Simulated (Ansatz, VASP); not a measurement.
**HgTe in VASP and in Ansatz**

```
CELL_PARAMETERS angstrom
-6.51128 -6.51128 0.00000
0.00000 -6.51128 6.51128
-6.51128 0.00000 6.51128
ATOMIC_POSITIONS crystal
Hg 0.00000 0.00000 0.50000
Hg 0.50000 0.00000 0.50000
Hg 0.00000 0.50000 0.50000
Hg 0.50000 0.50000 0.50000
Hg 0.00000 0.00000 0.00000
Hg 0.50000 0.00000 0.00000
Hg 0.00000 0.50000 0.00000
Hg 0.50000 0.50000 0.00000
Te 0.12500 0.12500 0.12500
Te 0.62500 0.12500 0.12500
Te 0.12500 0.62500 0.12500
Te 0.62500 0.62500 0.12500
Te 0.12500 0.12500 0.62500
Te 0.62500 0.12500 0.62500
Te 0.12500 0.62500 0.62500
Te 0.62500 0.62500 0.62500
```

Alike in both runs: functional PBEsol; k mesh 6 × 6 × 6; occupations gaussian, width 0.1 eV; no spin polarisation.

Ansatz relaxed the structure, and its values are those at the end. VASP's run is a single point on that final structure, the one shown.

|  | VASP | Ansatz |
| --- | --- | --- |
| version | VASP 6.6.1 | Ansatz 0.2.0 |
| potentials or method | VASP PAW PBE potentials, release 64 (Hg, Te), cutoff 500 eV | scalar-relativistic, plane waves, PAW |
| valence electrons in the cell | 144 | 288 |

|  | VASP | Ansatz | Ansatz less VASP |
| --- | --- | --- | --- |
| gap on the k mesh at the Fermi level (eV) | none | none | - |
| pressure (GPa) | 0.1 | 0.0 | -0.11 |

VASP's potentials were made for PBE, not for PBEsol. A gap of «none» marks a metal or a gap that the smearing closes. VASP's potentials hold 144 valence electrons a cell and Ansatz's 288, so a difference there can come from the potentials and not from the codes.

Spin-orbit coupling is off throughout.
